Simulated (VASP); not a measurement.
A run of VASP 6.6.1:

The input INCAR:

```
ALGO     = Normal         # electronic algorithm
EDIFF    = 1E-8           # SCF threshold, eV
ENCUT    = 520            # plane-wave cutoff, eV
GGA      = PS             # functional
ISIF     = 2              # what is computed and relaxed
ISMEAR   = -1             # smearing method
LASPH    = T              # aspherical terms in the spheres
LCHARG   = F              # write CHGCAR
LEFG     = T            
LREAL    = F              # projectors in reciprocal space
LWAVE    = F              # write WAVECAR
NBANDS   = 8              # bands
NELM     = 100            # most SCF steps
PREC     = Accurate       # precision mode
SIGMA    = 0.05           # smearing width, eV
```

Contents of KPOINTS:

```
k-points
0
Gamma
  12 12 12
```

File POSCAR:

```
Sb
1.0
    3.0529650997      0.0000000000      0.0000000000
    0.0000000000      3.0529650997      0.0000000000
    0.0000000000      0.0000000000      3.1450104822
Sb
1
Direct
    0.0000000000      0.0000000000      0.0000000000
```

Potentials or basis: VASP PAW PBE potentials, release 64 (Sb).

Command:

```bash
$ cat potpaw_PBE.64/Sb/POTCAR > POTCAR
$ mpirun -np 1 vasp_std > vasp.out
```

Hardware: 1 thread of Intel Xeon 8259CL (shared host).

Problem. How long does it take, and how much memory?

Solution. It took 39 s on 1 thread of Intel Xeon 8259CL, with other jobs on the host, peak memory 0.17 GiB. Counts: scf iterations 13, k points 196.
